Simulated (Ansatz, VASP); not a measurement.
V: VASP beside Ansatz

Contents of INCAR:

```
PREC = Accurate
ENCUT = 520
EDIFF = 1E-6
ISMEAR = 0
SIGMA = 0.2
LREAL = F
LASPH = T
NELM = 150
ALGO = Normal
ISIF = 2
LWAVE = F
LCHARG = F
ISPIN = 2
MAGMOM = 1.5
LORBIT = 11
LMAXMIX = 4
GGA = PE
NBANDS = 16
```

KPOINTS

```
Automatic mesh
0
Gamma
  16 16 16
```

Contents of POSCAR:

```
V
1.0
   -1.4988666745      1.4988666745      1.4988666745
    1.4988666745     -1.4988666745      1.4988666745
    1.4988666745      1.4988666745     -1.4988666745
V
1
Direct
    0.0000000000      0.0000000000      0.0000000000
```

Input for Ansatz:

```yaml
crystal:
  lattice:
    - [-1.4988666745, 1.4988666745, 1.4988666745]
    - [1.4988666745, -1.4988666745, 1.4988666745]
    - [1.4988666745, 1.4988666745, -1.4988666745]
  atoms:
    - { symbol: V, position: [0.0, 0.0, 0.0], spin: 1.5 }
magnetization:
  spin_polarized: true
kpoints:
  mp_grid: { grid: [16, 16, 16] }
scf:
  occupations: { method: gaussian, width: 0.2 }
hamiltonian:
  xc: pbe
  pseudopotentials: { kind: all_electron, lapw: { basis_error: 0.001 } }
output:
  forces: true
  stress: true
  eigenvalues: true
```

Alike in both runs: task single point; functional PBE; k mesh 16 × 16 × 16; occupations gaussian, width 0.2 eV; collinear spin.

|  | VASP | Ansatz |
| --- | --- | --- |
| version | VASP 6.6.1 | Ansatz 0.2.0 |
| potentials or method | VASP PAW PBE potentials, release 64 (V_sv), cutoff 520 eV | all-electron LAPW, scalar-relativistic |

```tsv
	VASP	Ansatz	Ansatz less VASP
pressure (GPa)	0.4	0.1	-0.29
net moment per atom (μB)	0.00	0.00	-0.001
```

Ansatz ran all-electron here, and VASP with PAW potentials. Ansatz's warnings: seeded moment not kept.
